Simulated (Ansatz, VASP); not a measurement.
## SrO in VASP and in Ansatz

```xyz
2
Lattice="0.0000 2.5663 2.5663 2.5663 0.0000 2.5663 2.5663 2.5663 0.0000" Properties=species:S:1:pos:R:3 pbc="T T T"
Sr    2.5663    2.5663    2.5663
O     0.0000    0.0000    0.0000
```

Alike in both runs: task relaxation of cell and atoms; functional PBEsol; k mesh 9 × 9 × 9; occupations fermi-dirac, width 0.05 eV; no spin polarisation.

|  | VASP | Ansatz |
| --- | --- | --- |
| version | VASP 6.6.1 | Ansatz 0.2.0 |
| potentials or method | VASP PAW PBE potentials, release 64 (Sr_sv, O), cutoff 600 eV | all-electron LAPW, scalar-relativistic |

Ansatz gave:

```
relaxed volume (Å³/atom)                                     : 16.80
relaxed cell length with the largest relative difference (Å) : 3.622
```

Task: Which values does VASP return?

Result: Relaxed volume (Å³/atom): 16.90; relaxed cell length with the largest relative difference (Å): 3.629.

VASP's potentials were made for PBE, not for PBEsol. Ansatz ran all-electron here, and VASP with PAW potentials.

Noted on VASP's run: the relaxation stopped at its first step, so nothing moved.
